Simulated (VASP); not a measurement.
A run of VASP 6.6.1:

File INCAR:

```
SYSTEM = Li3TeCl
  ALGO = Normal
  EDIFF = 1E-8
  ENCUT = 520
  GGA = PS
  IBRION = 8
  ISIF = 2
  ISMEAR = 0
  LASPH = .TRUE.
  LCHARG = .FALSE.
  LEPSILON = .TRUE.
  LREAL = .FALSE.
  LWAVE = .FALSE.
  NBANDS = 19
  NELM = 100
  NSW = 1
  PREC = Accurate
  SIGMA = 0.01
```

The input KPOINTS:

```
k-points
0
G
  6 6 6
  0 0 0
```

POSCAR

```
Li3TeCl
1.0
    4.4951000000      0.0000000000      0.0000000000
    0.0000000000      4.4951000000      0.0000000000
    0.0000000000      0.0000000000      4.4951000000
Te Cl Li
1 1 3
Direct
    0.0000000000      0.0000000000      0.0000000000
    0.5000000000      0.5000000000      0.5000000000
    0.5000000000      0.5000000000      0.0000000000
    0.5000000000      0.0000000000      0.5000000000
    0.0000000000      0.5000000000      0.5000000000
```

Potentials or basis: VASP PAW PBE potentials, release 64 (Te, Cl, Li_sv).

Run with:

```console
$ cat potpaw_PBE.64/Te/POTCAR potpaw_PBE.64/Cl/POTCAR potpaw_PBE.64/Li_sv/POTCAR > POTCAR
$ mpirun -np 1 vasp_std > vasp.out
```

Hardware: 1 thread of AMD EPYC 9R14 (Zen 4) (shared host).

How long does it take, and how much memory?

It took 34 min on 1 thread of AMD EPYC 9R14 (Zen 4) (shared host), peak memory 0.46 GiB. Counts: scf iterations 312, k points 20.
